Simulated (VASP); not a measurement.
Input of a VASP 6.6.1 run:

POSCAR

```
AlRu
1.0
    2.9798651651      0.0000000000      0.0000000000
    0.0000000000      2.9798651651      0.0000000000
    0.0000000000      0.0000000000      2.9798651651
Ru Al
1 1
Direct
    0.0000000000      0.0000000000      0.0000000000
    0.5000000000      0.5000000000      0.5000000000
```

Contents of INCAR.step1:

```
SYSTEM = AlRu
ALGO = Normal ; EDIFF = 1E-5
ENCUT = 420 ; GGA = PE
GGA_COMPAT = .False. ; ISIF = 2
ISMEAR = -1 ; LASPH = .True.
LCHARG = .False. ; LREAL = .False.
LWAVE = .True. ; NBANDS = 16
NELM = 120 ; PREC = Accurate
SIGMA = 0.1
```

Contents of INCAR.step2:

```
SYSTEM = AlRu
ALGO = Normal ; EDIFF = 1E-6
ENCUT = 420 ; GGA = PE
GGA_COMPAT = .False. ; HFSCREEN = 0.2079
ISIF = 2 ; ISMEAR = -1
ISTART = 1 ; LASPH = .True.
LCHARG = .False. ; LHFCALC = .True.
LREAL = .False. ; LWAVE = .False.
NBANDS = 16 ; NELM = 120
PREC = Accurate ; PRECFOCK = Normal
SIGMA = 0.1
```

Contents of KPOINTS:

```
k-points
0
Gamma
  4 4 4
  0 0 0
```

Potentials or basis: VASP PAW PBE potentials, release 64 (Ru_sv, Al).

Launch:

```bash
$ cat potpaw_PBE.64/Ru_sv/POTCAR potpaw_PBE.64/Al/POTCAR > POTCAR
$ cp INCAR.step1 INCAR
$ mpirun -np 1 vasp_std > vasp.out
$ cp INCAR.step2 INCAR
$ mpirun -np 1 vasp_std > vasp.out
```

Q: Estimate the band gap on the k mesh.

A: Zero (an odd number of electrons rules out a gap without spin polarisation).

Q: What does it give for the pressure?

A: -5.7 GPa.

Caveat: the k points lie up to 0.53 Å⁻¹ apart, too coarse for converged energies and pressures of a metal; the PAW data sets were made with another functional, which shifts forces and pressure a little.
